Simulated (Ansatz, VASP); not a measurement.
Two plane-wave programs on In3Se

```
In Se
1.0
     4.64937    0.00000    0.00000
     0.00000    4.64937    0.00000
     0.00000    0.00000    4.46665
In Se
3 1
Direct
  0.00000 0.50000 0.50000
  0.50000 0.00000 0.50000
  0.50000 0.50000 0.00000
  0.00000 0.00000 0.00000
```

Alike in both runs: task single point; functional PBEsol; dispersion D3(BJ); k mesh 10 × 10 × 10; occupations gaussian, width 0.15 eV; no spin polarisation.

|  | VASP | Ansatz |
| --- | --- | --- |
| version | VASP 6.6.1 | Ansatz 0.2.0 |
| potentials or method | VASP PAW PBE potentials, release 64 (In_d, Se), cutoff 520 eV | scalar-relativistic, plane waves, PAW |
| valence electrons in the cell | 45 | 55 |

```tsv
	VASP	Ansatz	Ansatz less VASP
gap on the k mesh at the Fermi level (eV)	none	none	-
pressure (GPa)	0.0	0.0	-0.01
```

VASP's potentials were made for PBE, not for PBEsol, and Ansatz warns of the same on its side. A gap of «none» marks a metal or a gap that the smearing closes. VASP's potentials hold 45 valence electrons a cell and Ansatz's 55, so a difference there can come from the potentials and not from the codes.
